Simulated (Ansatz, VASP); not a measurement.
# Two plane-wave programs on PtSe2

```
Pt Se
1.0
     3.70823    0.00000    0.00000
    -1.85411    3.21142    0.00000
     0.00000    0.00000    5.84861
Pt Se
1 2
Direct
  0.00000 0.00000 0.00000
  0.66667 0.33333 0.77966
  0.33333 0.66667 0.22034
```

Alike in both runs: task relaxation of cell and atoms; functional PBEsol; k mesh 9 × 9 × 6; occupations gaussian, width 0.02 eV; no spin polarisation.

|  | VASP | Ansatz |
| --- | --- | --- |
| version | VASP 6.6.1 | Ansatz 0.2.0 |
| potentials or method | VASP PAW PBE potentials, release 64 (Pt, Se), cutoff 600 eV | scalar-relativistic, plane waves, PAW |
| valence electrons in the cell | 22 | 50 |

|  | VASP | Ansatz | Ansatz less VASP |
| --- | --- | --- | --- |
| gap on the k mesh at the Fermi level, each at its own relaxed structure (eV) | none | none | - |
| relaxed volume (Å³/atom) | 19.88 | 19.88 | +0.005 |
| relaxed cell length with the largest relative difference (Å) | 4.875 | 4.879 | +0.0040 |

VASP's potentials were made for PBE, not for PBEsol. A gap of «none» marks a metal or a gap that the smearing closes. VASP's potentials hold 22 valence electrons a cell and Ansatz's 50, so a difference there can come from the potentials and not from the codes.

Neither program's run includes spin-orbit coupling.
